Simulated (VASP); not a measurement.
# SiPb (Pm-3m) in VASP: a series of runs

SiPb is run at these levels: PBEsol; tasks: single point.

Program: VASP 6.6.1. These are calculated values, not measurements. Logs are shortened: lines on timing, memory, paths and dates and some standing lists are left out, and cuts for length are marked.

### 1 The cell of the first run

It takes space group Pm-3m (No. 221, cubic). Conventional cell: a = 3.505 Å, b = 3.505 Å, c = 3.505 Å, α = 90.00°, β = 90.00°, γ = 90.00°. Within 4.0 Å of Pb (site symmetry m-3m) lie 8 Si at 3.04 Å and 6 Pb at 3.51 Å. Within 4.0 Å of Si (site symmetry m-3m) lie 8 Pb at 3.04 Å and 6 Si at 3.51 Å.

### 2 Single point, PBEsol

Contents of INCAR:

```
PREC = Accurate ; ENCUT = 500
EDIFF = 1E-6 ; ISMEAR = 0
SIGMA = 0.05 ; LREAL = F
LASPH = T ; NELM = 120
ALGO = Normal ; ISIF = 2
LWAVE = F ; LCHARG = T
GGA = PS ; LELF = T
LVHAR = T ; NBANDS = 16
GGA_COMPAT = F
```

Contents of KPOINTS:

```
Automatic mesh
0
Gamma
  6 6 6
```

Contents of POSCAR:

```
SiPb
1.0
    3.5051401904      0.0000000000      0.0000000000
    0.0000000000      3.5051401904      0.0000000000
    0.0000000000      0.0000000000      3.5051401904
Pb Si
1 1
Direct
    0.0000000000      0.0000000000      0.0000000000
    0.5000000000      0.5000000000      0.5000000000
```

Potentials or basis: VASP PAW PBE potentials, release 64 (Pb_d, Si).

Run with:

```console
$ cat potpaw_PBE.64/Pb_d/POTCAR potpaw_PBE.64/Si/POTCAR > POTCAR
$ mpirun -np 1 vasp_std > vasp.out
```

OUTCAR:

```text
PREC = Accurate
   ENCUT = 500
   EDIFF = 1E-6
   ISMEAR = 0
   LREAL = F
   LASPH = T
   NELM = 120
   ISIF = 2
   GGA = PS

 ion  position               nearest neighbor table
   1  0.000  0.000  0.000-   2 3.04   2 3.04   2 3.04   2 3.04   2 3.04   2 3.04   2 3.04   2 3.04

   2  0.500  0.500  0.500-   1 3.04   1 3.04   1 3.04   1 3.04   1 3.04   1 3.04   1 3.04   1 3.04

  LATTYP: Found a simple cubic cell.
 ALAT       =     3.5051401904

  Lattice vectors:

 A1 = (   3.5051401904,   0.0000000000,   0.0000000000)
 A2 = (   0.0000000000,   3.5051401904,   0.0000000000)
 A3 = (   0.0000000000,   0.0000000000,   3.5051401904)

Analysis of symmetry for initial positions (statically):
=====================================================================
 Subroutine PRICEL returns:
 Original cell was already a primitive cell.

 Routine SETGRP: Setting up the symmetry group for a
 simple cubic supercell.

 Subroutine GETGRP returns: Found 48 space group operations
 (whereof 48 operations were pure point group operations)
 out of a pool of 48 trial point group operations.

The static configuration has the point symmetry O_h .

Analysis of symmetry for dynamics (positions and initial velocities):
=====================================================================
 Subroutine PRICEL returns:
 Original cell was already a primitive cell.

 Routine SETGRP: Setting up the symmetry group for a
 simple cubic supercell.

 Subroutine GETGRP returns: Found 48 space group operations
 (whereof 48 operations were pure point group operations)
 out of a pool of 48 trial point group operations.

The dynamic configuration has the point symmetry O_h .

 Subroutine INISYM returns: Found 48 space group operations
 (whereof 48 operations are pure point group operations),
 and found     1 'primitive' translations

----------------------------------------------------------------------------------------

                                     Primitive cell

  volume of cell :      43.0642

  direct lattice vectors                    reciprocal lattice vectors
     3.505140190  0.000000000  0.000000000     0.285295294  0.000000000  0.000000000
     0.000000000  3.505140190  0.000000000     0.000000000  0.285295294  0.000000000
     0.000000000  0.000000000  3.505140190     0.000000000  0.000000000  0.285295294

  length of vectors
     3.505140190  3.505140190  3.505140190     0.285295294  0.285295294  0.285295294

  position of ions in fractional coordinates (direct lattice)
     0.000000000  0.000000000  0.000000000
     0.500000000  0.500000000  0.500000000

  ion indices of the primitive-cell ions
   primitive index   ion index
                 1           1
                 2           2

----------------------------------------------------------------------------------------

 KPOINTS: Automatic mesh

Automatic generation of k-mesh.
 Grid dimensions read from file:
 generate k-points for:    6    6    6

 Generating k-lattice:

  Cartesian coordinates                     Fractional coordinates (reciprocal lattice)
     0.047549216  0.000000000  0.000000000     0.166666667  0.000000000  0.000000000
     0.000000000  0.047549216  0.000000000     0.000000000  0.166666667  0.000000000
     0.000000000  0.000000000  0.047549216     0.000000000  0.000000000  0.166666667

  Length of vectors
     0.047549216  0.047549216  0.047549216

  Shift w.r.t. Gamma in fractional coordinates (k-lattice)
     0.000000000  0.000000000  0.000000000

 Subroutine IBZKPT returns following result:
 ===========================================

 Found     20 irreducible k-points:

 Following reciprocal coordinates:
            Coordinates               Weight
  0.000000  0.000000  0.000000      1.000000
  0.166667  0.000000  0.000000      6.000000
  0.333333  0.000000  0.000000      6.000000
  0.500000  0.000000  0.000000      3.000000
  0.166667  0.166667  0.000000     12.000000
  0.333333  0.166667  0.000000     24.000000
[... 12 lines left out ...]
  0.500000  0.500000  0.333333      6.000000
  0.500000  0.500000  0.500000      1.000000
   k-points           NKPTS =     20   k-points in BZ     NKDIM =     20   number of bands    NBANDS=     16
   number of dos      NEDOS =    301   number of ions     NIONS =      2
   total plane-waves  NPLWV =  21952
   dimension x,y,z NGX =    28 NGY =   28 NGZ =   28
   dimension x,y,z NGXF=    56 NGYF=   56 NGZF=   56
   ions per type =               1   1
   NGX,Y,Z   is equivalent  to a cutoff of  13.28, 13.28, 13.28 a.u.
   NGXF,Y,Z  is equivalent  to a cutoff of  26.56, 26.56, 26.56 a.u.
 SYSTEM =  unknown system
   PREC   = accura    normal or accurate (medium, high low for compatibility)
   ISTART =      0    job   : 0-new  1-cont  2-samecut
   ICHARG =      2    charge: 1-file 2-atom 10-const
   ISPIN  =      1    spin polarized calculation?
   LNONCOLLINEAR =      F non collinear calculations
   LSORBIT =      F    spin-orbit coupling
   LASPH  =      T    aspherical Exc in radial PAW
   ENCUT  =  500.0 eV  36.75 Ry    6.06 a.u.   6.39  6.39  6.39*2*pi/ulx,y,z
   NELM   =    120;   NELMIN=  2; NELMDL= -5     # of ELM steps
   EDIFF  = 0.1E-05   stopping-criterion for ELM
   LREAL  =      F    real-space projection
   EDIFFG = 0.1E-04   stopping-criterion for IOM
   NSW    =      0    number of steps for IOM
   IBRION =     -1    ionic relax: 0-MD 1-quasi-New 2-CG
   NFREE  =      0    steps in history (QN), initial steepest desc. (CG)
   ISIF   =      2    stress and relaxation
   ISYM   =      2    0-nonsym 1-usesym 2-fastsym
   POTIM  = 0.5000    time-step for ionic-motion
   TEBEG  =    0.0;   TEEND  =   0.0 temperature during run
   PSTRESS=    0.0 pullay stress
   NELECT =      18.0000    total number of electrons
   NUPDOWN=      -1.0000    fix difference up-down
   EMIN   =  10.00;   EMAX   =-10.00  energy-range for DOS
   EFERMI =   0.00;   METHOD = LEGACY
   ISMEAR =     0;   SIGMA  =   0.05  broadening in eV -4-tet -1-fermi 0-gaus
   EFERMI_NEDOS =   21; number of points for ismear=-14 and -15
   IALGO  =     38    algorithm
   IMIX   =      4    mixing-type and parameters
     AMIX     =   0.40;   BMIX     =  1.00
     AMIX_MAG =   1.60;   BMIX_MAG =  1.00
  volume/ion in A,a.u.               =      21.53       145.31
  Fermi-wavevector in a.u.,A,eV,Ry     =   1.224034  2.313090 20.385066  1.498260
  Thomas-Fermi vector in A             =   2.359124
   LORBIT       =      0    0 simple, 1 ext, 2 COOP (PROOUT), +10 PAW based schemes
   GGA     = PS    functional components
   LHFCALC =     F    Hartree Fock is set to
   AEXX    =    0.0000 exact exchange contribution
   IVDW    =     0    specifies the selected vdW correction
   LEPSILON=     F    determine dielectric tensor
   LRPA    =     F    only Hartree local field effects (RPA)
 non-spin polarized calculation
 Gauss-broadening in eV      SIGMA  =   0.05
  energy-cutoff  :      500.00
  volume of cell :       43.06
 maximum number of plane-waves:      1108
 NGX is ok and might be reduce to    28
   NGX = 13   NGY = 13   NGZ = 13

 number of electron      18.0000005 magnetization

 Free energy of the ion-electron system (eV)
  ---------------------------------------------------
  ext. energy  EPLUGINS =         0.00000000
  ---------------------------------------------------
  free energy    TOTEN  =        -8.71454561 eV

  energy without entropy =       -8.71383913  energy(sigma->0) =       -8.71419237

 E-fermi :   8.1640     XC(G=0): -10.9231

 val. band max:        8.1028091899   @ k =   0.3333   0.3333   0.1667
 cond. band min:       8.2791496357   @ k =   0.5000   0.5000   0.3333
 fundamental gap:      0.1763404458
 Fermi energy:         8.1639889892

 k-point     1 :       0.0000    0.0000    0.0000
  band No.  band energies     occupation
      1      -8.5246      2.00000
      2      -8.5246      2.00000
      3      -8.2374      2.00000
      4      -8.2374      2.00000
      5      -8.2374      2.00000
      6      -4.3495      2.00000
[... 8 lines left out ...]
     15      17.8963      0.00000
     16      20.9969      0.00000

 k-point     2 :       0.1667    0.0000    0.0000
  band No.  band energies     occupation
      1      -8.5194      2.00000
      2      -8.4643      2.00000
      3      -8.2627      2.00000
      4      -8.2627      2.00000
      5      -8.2349      2.00000
      6      -3.9936      2.00000
[... 8 lines left out ...]
     15      16.3816      0.00000
     16      20.1559      0.00000

 k-point     3 :       0.3333    0.0000    0.0000
  band No.  band energies     occupation
      1      -8.5089      2.00000
      2      -8.3465      2.00000
      3      -8.3125      2.00000
      4      -8.3125      2.00000
      5      -8.2296      2.00000
      6      -2.9267      2.00000
[... 8 lines left out ...]
     15      18.0239      0.00000
     16      18.9949      0.00000

 k-point     4 :       0.5000    0.0000    0.0000
  band No.  band energies     occupation
      1      -8.5036      2.00000
      2      -8.3372      2.00000
      3      -8.3372      2.00000
      4      -8.2890      2.00000
      5      -8.2269      2.00000
      6      -1.5524      2.00000
[... 8 lines left out ...]
     15      17.1345      0.00000
     16      20.7440      0.00000
[... 248 lines left out ...]
 k-point    18 :       0.5000    0.3333    0.3333
  band No.  band energies     occupation
      1      -8.4461      2.00000
      2      -8.4310      2.00000
      3      -8.3958      2.00000
      4      -8.2078      2.00000
      5      -8.1400      2.00000
      6       0.9434      2.00000
[... 8 lines left out ...]
     15      21.5463      0.00000
     16      22.5793      0.00000

 k-point    19 :       0.5000    0.5000    0.3333
  band No.  band energies     occupation
      1      -8.4753      2.00000
      2      -8.4276      2.00000
      3      -8.4276      2.00000
      4      -8.1729      2.00000
      5      -8.1006      2.00000
      6       1.7554      2.00000
[... 8 lines left out ...]
     15      23.7893      0.00000
     16      23.7893      0.00000

 k-point    20 :       0.5000    0.5000    0.5000
  band No.  band energies     occupation
      1      -8.4626      2.00000
      2      -8.4626      2.00000
      3      -8.4626      2.00000
      4      -8.0992      2.00000
      5      -8.0992      2.00000
      6       2.4547      2.00000
[... 8 lines left out ...]
     15      25.2657      0.00000
     16      26.1563      0.00000

------------------------ aborting loop because EDIFF is reached ----------------------------------------

  FORCE on cell =-STRESS in cart. coord.  units (eV):
  Direction    XX          YY          ZZ          XY          YZ          ZX
  --------------------------------------------------------------------------------------
  -------------------------------------------------------------------------------------
  Total        1.2110931      1.2110931      1.2110931      0.0000000      0.0000000      0.0000000
  in kB       45.0580010     45.0580010     45.0580010      0.0000000      0.0000000      0.0000000
  external PRESSURE =      45.0580010 kB  Pullay stress =       0.0000000 kB

 VOLUME and BASIS-vectors are now :
 -----------------------------------------------------------------------------
  energy-cutoff  :      500.00
  volume of cell :       43.06
      direct lattice vectors                 reciprocal lattice vectors
     3.505140190  0.000000000  0.000000000     0.285295294  0.000000000  0.000000000
     0.000000000  3.505140190  0.000000000     0.000000000  0.285295294  0.000000000
     0.000000000  0.000000000  3.505140190     0.000000000  0.000000000  0.285295294

 POSITION                                       TOTAL-FORCE (eV/Angst)
 -----------------------------------------------------------------------------------
      0.00000      0.00000      0.00000         0.000000      0.000000      0.000000
      1.75257      1.75257      1.75257         0.000000      0.000000      0.000000
 -----------------------------------------------------------------------------------
    total drift:                               -0.000000      0.000000     -0.000000

  FREE ENERGIE OF THE ION-ELECTRON SYSTEM (eV)
  ---------------------------------------------------
  free  energy   TOTEN  =        -8.7145456123 eV

  energy  without entropy=       -8.7138391289  energy(sigma->0) =       -8.71419237
```

It took 6.7 s on 1 thread of Intel Xeon 6975P-C (Granite Rapids), shared host; peak memory 0.15 GiB.

Results:

| Property | Result |
| --- | --- |
| Free energy | -8.7145 eV |
| Pressure | 4.5 GPa |
| Band gap on the k mesh | zero (band 9 reaches 10.78 eV, above the bottom of band 10 at 6.70 eV) |

Levels at points of the mesh, in eV from the Fermi level:
```csv
k point,band 6,band 7,band 8,band 9,band 10,band 11,band 12,band 13
"(0.00, 0.00, 0.00)",-12.51,-2.15,-0.23,-0.23,-0.23,4.35,4.35,9.73
"(0.50, 0.00, 0.00)",-9.72,-8.73,2.62,2.62,2.62,3.08,3.58,3.58
"(0.50, 0.50, 0.00)",-7.55,-6.01,-4.78,-4.78,3.13,6.35,6.53,6.53
"(0.50, 0.50, 0.50)",-5.71,-4.94,-1.46,-1.46,-1.46,-1.17,-1.17,-1.17
```

Caveat: the PAW data sets were made with another functional, which shifts forces and pressure a little; spin-orbit coupling is left out, which moves the levels of the heavy elements.

### 3 Single point, PBEsol

This run uses another cell than the first one, of 22.89 Å³/atom, 1.063 times its volume.

Contents of INCAR:

```
  PREC = Accurate
  ENCUT = 500
  EDIFF = 1E-6
  ISMEAR = 0
  SIGMA = 0.05
  LREAL = False
  LASPH = True
  NELM = 120
  ALGO = Normal
  ISIF = 2
  LWAVE = False
  LCHARG = False
  GGA = PS
  NBANDS = 16
  GGA_COMPAT = False
```

Contents of KPOINTS:

```
regular mesh
0
Gamma
  6 6 6
```

Contents of POSCAR:

```
SiPb
1.0
    3.5774607049      0.0000000000      0.0000000000
    0.0000000000      3.5774607049      0.0000000000
    0.0000000000      0.0000000000      3.5774607049
Pb Si
1 1
Direct
    0.0000000000      0.0000000000      0.0000000000
    0.5000000000      0.5000000000      0.5000000000
```

Potentials or basis: VASP PAW PBE potentials, release 64 (Pb_d, Si).

Run with:

```console
$ cat potpaw_PBE.64/Pb_d/POTCAR potpaw_PBE.64/Si/POTCAR > POTCAR
$ mpirun -np 1 vasp_std > vasp.out
```

Run time: 6.2 s. Hardware: 1 thread of Intel Xeon 6975P-C (Granite Rapids), shared host; peak memory 0.15 GiB.

The run converged. Its results:

```
Free energy            : -8.7514 eV
Pressure               : -0.1 GPa
Band gap on the k mesh : zero (band 9 reaches 9.90 eV, above the bottom of band 10 at 6.15 eV)
```

Levels at points of the mesh, in eV from the Fermi level:
```tsv
k point	band 7	band 8	band 9	band 10	band 11	band 12
(0.00, 0.00, 0.00)	-2.59	-0.21	-0.21	-0.21	4.34	4.34
(0.50, 0.00, 0.00)	-8.45	2.26	2.44	2.44	2.74	3.45
(0.50, 0.50, 0.00)	-6.03	-4.49	-4.49	2.95	5.93	6.23
(0.50, 0.50, 0.50)	-5.04	-1.31	-1.31	-1.31	-1.11	-1.11
```

Caveat: the PAW data sets were made with another functional, which shifts forces and pressure a little; spin-orbit coupling is left out, which moves the levels of the heavy elements.
